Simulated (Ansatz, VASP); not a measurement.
NbCu: VASP beside Ansatz

```
CELL_PARAMETERS angstrom
0.00000 2.56221 2.56221
2.56221 0.00000 2.56221
2.56221 2.56221 0.00000
ATOMIC_POSITIONS crystal
Nb 0.00000 0.00000 0.00000
Cu 0.50000 0.50000 0.50000
```

Alike in both runs: task relaxation of cell and atoms; functional revPBE; k mesh 9 × 9 × 9; occupations fermi-dirac, width 0.05 eV; no spin polarisation.

```csv
,VASP,Ansatz
version,VASP 6.6.1,Ansatz 0.2.0
potentials or method,"VASP PAW PBE potentials, release 64 (Nb_sv, Cu)",Ansatz PAW
plane-wave cutoff (eV),600,420
valence electrons in the cell,24,32
```

Ansatz gave:

```
gap on the k mesh at the Fermi level, each at its own relaxed structure (eV) : none
relaxed volume (Å³/atom)                                                     : 17.10
relaxed cell length with the largest relative difference (Å)                 : 3.643
```

Question: What did VASP give for the same quantities?

Answer: gap on the k mesh at the Fermi level, each at its own relaxed structure (eV): none; relaxed volume (Å³/atom): 17.10; relaxed cell length with the largest relative difference (Å): 3.644.

VASP's potentials were made for PBE, not for revPBE. A gap of «none» marks a metal or a gap that the smearing closes. VASP's potentials hold 24 valence electrons a cell and Ansatz's 32, so a difference there can come from the potentials and not from the codes.

Noted on Ansatz's run: the plane-wave basis is chosen anew once the cell has moved, so the energies of steps on either side of that aren't comparable.
